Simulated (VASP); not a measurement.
Here is a VASP 6.6.1 calculation.

File INCAR:

```
SYSTEM = CdSe
ALGO     = Normal         ! electronic algorithm
EDIFF    = 1E-6           ! SCF threshold, eV
ENCUT    = 520            ! plane-wave cutoff, eV
GGA      = PS             ! functional
ISIF     = 2              ! what is computed and relaxed
ISMEAR   = 0              ! smearing method
LASPH    = .True.         ! aspherical terms in the spheres
LCHARG   = .False.        ! write CHGCAR
LREAL    = .False.        ! projectors in reciprocal space
LWAVE    = .False.        ! write WAVECAR
NBANDS   = 16             ! bands
NELM     = 60             ! most SCF steps
PREC     = Accurate       ! precision mode
SIGMA    = 0.05           ! smearing width, eV
```

Contents of KPOINTS:

```
k-points
0
Gamma
  10 10 10
  0 0 0
```

Contents of POSCAR:

```
CdSe
1.0
    0.0000000000      2.8497562944      2.8497562944
    2.8497562944      0.0000000000      2.8497562944
    2.8497562944      2.8497562944      0.0000000000
Cd Se
1 1
Direct
    0.0000000000      0.0000000000      0.0000000000
    0.5000000000      0.5000000000      0.5000000000
```

Potentials or basis: VASP PAW PBE potentials, release 64 (Cd, Se).

The run is started by

```bash
$ cat potpaw_PBE.64/Cd/POTCAR potpaw_PBE.64/Se/POTCAR > POTCAR
$ mpirun -np 1 vasp_std > vasp.out
```

Task: Predict the band gap on the k mesh.

Result: Zero (band 9 reaches 2.36 eV, above the bottom of band 10 at 1.81 eV).

Task: Estimate the pressure.

Result: -2.1 GPa.

Caveat: the PAW data sets were made with another functional, which shifts forces and pressure a little.
